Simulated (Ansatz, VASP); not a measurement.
## SiC in VASP and in Ansatz

```
Si C
1.0
     0.00000    2.08704    2.34792
     2.08704    0.00000    2.34792
     2.08704    2.08704    0.00000
Si C
1 1
Direct
  0.00000 0.00000 0.00000
  0.75000 0.75000 0.75000
```

Change from the starting cell: strain -0.040 along x and y, +0.080 along z, atoms carried along.

Alike in both runs: task single point; functional PBE; k mesh 12 × 12 × 12; occupations gaussian, width 0.05 eV; no spin polarisation.

|  | VASP | Ansatz |
| --- | --- | --- |
| version | VASP 6.6.1 | Ansatz 0.2.0 |
| potentials or method | VASP PAW PBE potentials, release 64 (Si, C), cutoff 520 eV | scalar-relativistic, plane waves, PAW |
| valence electrons in the cell | 8 | 8 |

Ansatz gave:

| Quantity | Value |
| --- | --- |
| gap on the k mesh at the Fermi level (eV) | 0.68 |
| least direct gap on the mesh (eV) | 4.45 |
| pressure (GPa) | 5.0 |
| traceless stress, the component that is largest in VASP (GPa) | -25.53 |

Task: Estimate VASP's values.

Result: gap on the k mesh at the Fermi level (eV): 0.68; least direct gap on the mesh (eV): 4.45; pressure (GPa): 5.0; traceless stress, the component that is largest in VASP (GPa): -25.59.

With one functional, cell and mesh, what is left measures potentials, basis and numerics.
